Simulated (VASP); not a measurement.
# MnSb (Fm-3m) in VASP: single point with PBE

Aim: the single point of MnSb with PBE.

All numbers are computed with VASP 6.6.1; they aren't measurements. Logs are shortened: lines on timing, memory, paths and dates and some standing lists are left out, and cuts for length are marked.

**1. The cell of the first run**

It takes space group Fm-3m (No. 225, cubic). Conventional cell: a = 5.590 Å, b = 5.590 Å, c = 5.590 Å, α = 90.00°, β = 90.00°, γ = 90.00°. Within 3.7 Å of Mn (site symmetry m-3m) lie 6 Sb at 2.80 Å. Within 3.7 Å of Sb (site symmetry m-3m) lie 6 Mn at 2.80 Å.

**2. Single point, PBE, collinear spin, ferromagnetic start**

Input file INCAR:

```
  ALGO = Normal
  EDIFF = 1E-7
  ENCUT = 520
  GGA = PE
  ISIF = 2
  ISMEAR = 0
  ISPIN = 2
  LASPH = True
  LCHARG = False
  LMAXMIX = 4
  LORBIT = 11
  LREAL = False
  LWAVE = False
  MAGMOM = 4 0
  NBANDS = 20
  NELM = 150
  PREC = Accurate
  SIGMA = 0.1
```

Input file KPOINTS:

```
k-points
0
Gamma
  6 6 6
```

Input file POSCAR:

```
MnSb
1.0
    0.0000000000      2.7950160000      2.7950160000
    2.7950160000      0.0000000000      2.7950160000
    2.7950160000      2.7950160000      0.0000000000
Mn Sb
1 1
Direct
    0.0000000000      0.0000000000      0.0000000000
    0.5000000000      0.5000000000      0.5000000000
```

Potentials or basis: VASP PAW PBE potentials, release 64 (Mn_pv, Sb).

Run with:

```bash
$ cat potpaw_PBE.64/Mn_pv/POTCAR potpaw_PBE.64/Sb/POTCAR > POTCAR
$ mpirun -np 1 vasp_std > vasp.out
```

OUTCAR:

```text
EDIFF = 1E-7
   ENCUT = 520
   GGA = PE
   ISIF = 2
   ISMEAR = 0
   ISPIN = 2
   LASPH = True
   LORBIT = 11
   LREAL = False
   NELM = 150
   PREC = Accurate

 ion  position               nearest neighbor table
   1  0.000  0.000  0.000-   2 2.80   2 2.80   2 2.80   2 2.80   2 2.80   2 2.80
   2  0.500  0.500  0.500-   1 2.80   1 2.80   1 2.80   1 2.80   1 2.80   1 2.80

  LATTYP: Found a face centered cubic cell.
 ALAT       =     5.5900320000

  Lattice vectors:

 A1 = (   0.0000000000,   2.7950160000,   2.7950160000)
 A2 = (   2.7950160000,   0.0000000000,   2.7950160000)
 A3 = (   2.7950160000,   2.7950160000,   0.0000000000)

Analysis of symmetry for initial positions (statically):
=====================================================================
 Subroutine PRICEL returns:
 Original cell was already a primitive cell.

 Routine SETGRP: Setting up the symmetry group for a
 face centered cubic supercell.

 Subroutine GETGRP returns: Found 48 space group operations
 (whereof 48 operations were pure point group operations)
 out of a pool of 48 trial point group operations.

The static configuration has the point symmetry O_h .

Analysis of symmetry for dynamics (positions and initial velocities):
=====================================================================
 Subroutine PRICEL returns:
 Original cell was already a primitive cell.

 Routine SETGRP: Setting up the symmetry group for a
 face centered cubic supercell.

 Subroutine GETGRP returns: Found 48 space group operations
 (whereof 48 operations were pure point group operations)
 out of a pool of 48 trial point group operations.

The dynamic configuration has the point symmetry O_h .

Analysis of structural, dynamic, and magnetic symmetry:
=====================================================================
 Subroutine PRICEL returns:
 Original cell was already a primitive cell.

 Routine SETGRP: Setting up the symmetry group for a
 face centered cubic supercell.

 Subroutine GETGRP returns: Found 48 space group operations
 (whereof 48 operations were pure point group operations)
 out of a pool of 48 trial point group operations.

The overall configuration has the point symmetry O_h .

 Subroutine INISYM returns: Found 48 space group operations
 (whereof 48 operations are pure point group operations),
 and found     1 'primitive' translations

----------------------------------------------------------------------------------------

                                     Primitive cell

  volume of cell :      43.6700

  direct lattice vectors                    reciprocal lattice vectors
     0.000000000  2.795016000  2.795016000    -0.178889853  0.178889853  0.178889853
     2.795016000  0.000000000  2.795016000     0.178889853 -0.178889853  0.178889853
     2.795016000  2.795016000  0.000000000     0.178889853  0.178889853 -0.178889853

  length of vectors
     3.952749534  3.952749534  3.952749534     0.309846314  0.309846314  0.309846314

  position of ions in fractional coordinates (direct lattice)
     0.000000000  0.000000000  0.000000000
     0.500000000  0.500000000  0.500000000

  ion indices of the primitive-cell ions
   primitive index   ion index
                 1           1
                 2           2

----------------------------------------------------------------------------------------

 KPOINTS: k-points

Automatic generation of k-mesh.
 Grid dimensions read from file:
 generate k-points for:    6    6    6

 Generating k-lattice:

  Cartesian coordinates                     Fractional coordinates (reciprocal lattice)
    -0.029814975  0.029814975  0.029814975     0.166666667  0.000000000  0.000000000
     0.029814975 -0.029814975  0.029814975     0.000000000  0.166666667  0.000000000
     0.029814975  0.029814975 -0.029814975     0.000000000  0.000000000  0.166666667

  Length of vectors
     0.051641052  0.051641052  0.051641052

  Shift w.r.t. Gamma in fractional coordinates (k-lattice)
     0.000000000  0.000000000  0.000000000

 Subroutine IBZKPT returns following result:
 ===========================================

 Found     16 irreducible k-points:

 Following reciprocal coordinates:
            Coordinates               Weight
  0.000000  0.000000  0.000000      1.000000
  0.166667  0.000000  0.000000      8.000000
  0.333333  0.000000  0.000000      8.000000
  0.500000  0.000000  0.000000      4.000000
  0.166667  0.166667  0.000000      6.000000
  0.333333  0.166667  0.000000     24.000000
[... 8 lines left out ...]
 -0.333333  0.333333  0.166667     24.000000
 -0.333333  0.500000  0.166667     12.000000
   k-points           NKPTS =     16   k-points in BZ     NKDIM =     16   number of bands    NBANDS=     20
   number of dos      NEDOS =    301   number of ions     NIONS =      2
   total plane-waves  NPLWV =  27000
   dimension x,y,z NGX =    30 NGY =   30 NGZ =   30
   dimension x,y,z NGXF=    60 NGYF=   60 NGZF=   60
   ions per type =               1   1
   NGX,Y,Z   is equivalent  to a cutoff of  12.62, 12.62, 12.62 a.u.
   NGXF,Y,Z  is equivalent  to a cutoff of  25.23, 25.23, 25.23 a.u.
 SYSTEM =  unknown system
   PREC   = accura    normal or accurate (medium, high low for compatibility)
   ISTART =      0    job   : 0-new  1-cont  2-samecut
   ICHARG =      2    charge: 1-file 2-atom 10-const
   ISPIN  =      2    spin polarized calculation?
   LNONCOLLINEAR =      F non collinear calculations
   LSORBIT =      F    spin-orbit coupling
   LASPH  =      T    aspherical Exc in radial PAW
   ENCUT  =  520.0 eV  38.22 Ry    6.18 a.u.   7.35  7.35  7.35*2*pi/ulx,y,z
   NELM   =    150;   NELMIN=  2; NELMDL= -5     # of ELM steps
   EDIFF  = 0.1E-06   stopping-criterion for ELM
   LREAL  =      F    real-space projection
   EDIFFG = 0.1E-05   stopping-criterion for IOM
   NSW    =      0    number of steps for IOM
   IBRION =     -1    ionic relax: 0-MD 1-quasi-New 2-CG
   NFREE  =      0    steps in history (QN), initial steepest desc. (CG)
   ISIF   =      2    stress and relaxation
   ISYM   =      2    0-nonsym 1-usesym 2-fastsym
   POTIM  = 0.5000    time-step for ionic-motion
   TEBEG  =    0.0;   TEEND  =   0.0 temperature during run
   PSTRESS=    0.0 pullay stress
   NELECT =      18.0000    total number of electrons
   NUPDOWN=      -1.0000    fix difference up-down
   EMIN   =  10.00;   EMAX   =-10.00  energy-range for DOS
   EFERMI =   0.00;   METHOD = LEGACY
   ISMEAR =     0;   SIGMA  =   0.10  broadening in eV -4-tet -1-fermi 0-gaus
   EFERMI_NEDOS =   21; number of points for ismear=-14 and -15
   IALGO  =     38    algorithm
   IMIX   =      4    mixing-type and parameters
     AMIX     =   0.40;   BMIX     =  1.00
     AMIX_MAG =   1.60;   BMIX_MAG =  1.00
  volume/ion in A,a.u.               =      21.83       147.35
  Fermi-wavevector in a.u.,A,eV,Ry     =   1.218348  2.302344 20.196106  1.484372
  Thomas-Fermi vector in A             =   2.353638
   LORBIT       =     11    0 simple, 1 ext, 2 COOP (PROOUT), +10 PAW based schemes
   GGA     = PE    functional components
   LHFCALC =     F    Hartree Fock is set to
   AEXX    =    0.0000 exact exchange contribution
   IVDW    =     0    specifies the selected vdW correction
   LEPSILON=     F    determine dielectric tensor
   LRPA    =     F    only Hartree local field effects (RPA)
 spin polarized calculation
 Gauss-broadening in eV      SIGMA  =   0.10
  energy-cutoff  :      520.00
  volume of cell :       43.67
 maximum number of plane-waves:      1243
 NGX is ok and might be reduce to    30
   NGX = 15   NGY = 15   NGZ = 15

 number of electron      17.9999988 magnetization       3.8456671

 Free energy of the ion-electron system (eV)
  ---------------------------------------------------
  ext. energy  EPLUGINS =         0.00000000
  ---------------------------------------------------
  free energy    TOTEN  =       -12.86504436 eV

  energy without entropy =      -12.85930774  energy(sigma->0) =      -12.86217605

 E-fermi :   7.5987     XC(G=0): -10.5765

 val. band max:        7.5226461143   @ k =  -0.1667   0.1667   0.0000
 cond. band min:       7.6083159796   @ k =   0.1667   0.1667   0.0000
 fundamental gap:      0.0856698653
 Fermi energy:         7.5987139188

 spin component 1

 k-point     1 :       0.0000    0.0000    0.0000
  band No.  band energies     occupation
      1     -42.6915      1.00000
      2     -42.6915      1.00000
      3     -42.6915      1.00000
      4      -3.9022      1.00000
      5       4.5353      1.00000
      6       4.5353      1.00000
[... 12 lines left out ...]
     19      17.0965      0.00000
     20      17.0965      0.00000
[... 323 lines left out ...]
 k-point    16 :      -0.3333    0.5000    0.1667
  band No.  band energies     occupation
      1     -42.6940      1.00000
      2     -42.6932      1.00000
      3     -42.6926      1.00000
      4      -1.2853      1.00000
      5       3.1967      1.00000
      6       3.7903      1.00000
[... 12 lines left out ...]
     19      22.3645      0.00000
     20      23.3322      0.00000
 Fermi energy:         7.5987139188

 spin component 2

 k-point     1 :       0.0000    0.0000    0.0000
  band No.  band energies     occupation
      1     -38.7559      1.00000
      2     -38.7559      1.00000
      3     -38.7559      1.00000
      4      -3.8182      1.00000
      5       7.7455      0.01895
      6       7.7455      0.01893
[... 12 lines left out ...]
     19      18.0927      0.00000
     20      18.0927      0.00000
[... 323 lines left out ...]
 k-point    16 :      -0.3333    0.5000    0.1667
  band No.  band energies     occupation
      1     -38.7593      1.00000
      2     -38.7581      1.00000
      3     -38.7574      1.00000
      4      -1.2549      1.00000
      5       3.4898      1.00000
      6       4.7191      1.00000
[... 12 lines left out ...]
     19      22.2137      0.00000
     20      23.5867      0.00000

------------------------ aborting loop because EDIFF is reached ----------------------------------------

  FORCE on cell =-STRESS in cart. coord.  units (eV):
  Direction    XX          YY          ZZ          XY          YZ          ZX
  --------------------------------------------------------------------------------------
  -------------------------------------------------------------------------------------
  Total       -0.1246076     -0.1246076     -0.1246076     -0.0000000     -0.0000000      0.0000000
  in kB       -4.5716434     -4.5716434     -4.5716434     -0.0000000     -0.0000000      0.0000000
  external PRESSURE =      -4.5716434 kB  Pullay stress =       0.0000000 kB

 VOLUME and BASIS-vectors are now :
 -----------------------------------------------------------------------------
  energy-cutoff  :      520.00
  volume of cell :       43.67
      direct lattice vectors                 reciprocal lattice vectors
     0.000000000  2.795016000  2.795016000    -0.178889853  0.178889853  0.178889853
     2.795016000  0.000000000  2.795016000     0.178889853 -0.178889853  0.178889853
     2.795016000  2.795016000  0.000000000     0.178889853  0.178889853 -0.178889853

 POSITION                                       TOTAL-FORCE (eV/Angst)
 -----------------------------------------------------------------------------------
      0.00000      0.00000      0.00000         0.000000      0.000000      0.000000
      2.79502      2.79502      2.79502        -0.000000     -0.000000     -0.000000
 -----------------------------------------------------------------------------------
    total drift:                               -0.000000      0.000000      0.000000

  FREE ENERGIE OF THE ION-ELECTRON SYSTEM (eV)
  ---------------------------------------------------
  free  energy   TOTEN  =       -12.8650443617 eV

  energy  without entropy=      -12.8593077378  energy(sigma->0) =      -12.86217605

 total charge

# of ion       s       p       d       tot
------------------------------------------
    1        0.280   6.185   4.993  11.458
    2        1.142   1.299   0.035   2.476
--------------------------------------------------
tot          1.422   7.484   5.028  13.934

 magnetization (x)

# of ion       s       p       d       tot
------------------------------------------
    1        0.074   0.037   3.651   3.762
    2        0.012  -0.126   0.011  -0.102
--------------------------------------------------
tot          0.086  -0.089   3.662   3.660
```

Wall time 67 s (1 thread of Intel Xeon 8259CL, shared host); peak memory 0.19 GiB.

What came out:

```
Free energy                                           : -12.8650 eV
Pressure                                              : -0.5 GPa
Net moment                                            : 3.85 μB per cell
Site moments                                          : Mn +3.76; Sb -0.10 μB
Valence electrons inside the program's atomic spheres : Mn 11.46; Sb 2.48
```

Caveat: spin-orbit coupling is left out, which moves the levels of the heavy elements; a cell with one magnetic atom can't hold antiferromagnetic order, which such compounds often take.
